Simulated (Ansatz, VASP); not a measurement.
**Pd: VASP beside Ansatz**

```
Pd
1.0
     2.78367    0.00000    0.00000
    -1.39183    2.41072    0.00000
     0.00000    0.00000    4.62889
Pd
2
Direct
  0.33333 0.66667 0.25000
  0.66667 0.33333 0.75000
```

Alike in both runs: functional PBEsol; k mesh 8 × 8 × 4; occupations fermi-dirac, width 0.05 eV; no spin polarisation.

```csv
,VASP,Ansatz
version,VASP 6.6.1,Ansatz 0.2.0
potentials or method,"VASP PAW PBE potentials, release 64 (Pd), cutoff 520 eV","all-electron LAPW, scalar-relativistic"
task,single point,band structure
```

```csv
,VASP,Ansatz,Ansatz less VASP
gap on the k mesh at the Fermi level (eV),none,none,-
pressure (GPa),-10.5,-10.3,+0.19
"traceless stress, the component that is largest in VASP (GPa)",0.34,0.41,+0.071
```

VASP's potentials were made for PBE, not for PBEsol. A gap of «none» marks a metal or a gap that the smearing closes. Ansatz ran all-electron here, and VASP with PAW potentials.

Noted on Ansatz's run: the k mesh is thin for a metal, which can move the energy by tens of meV per atom.
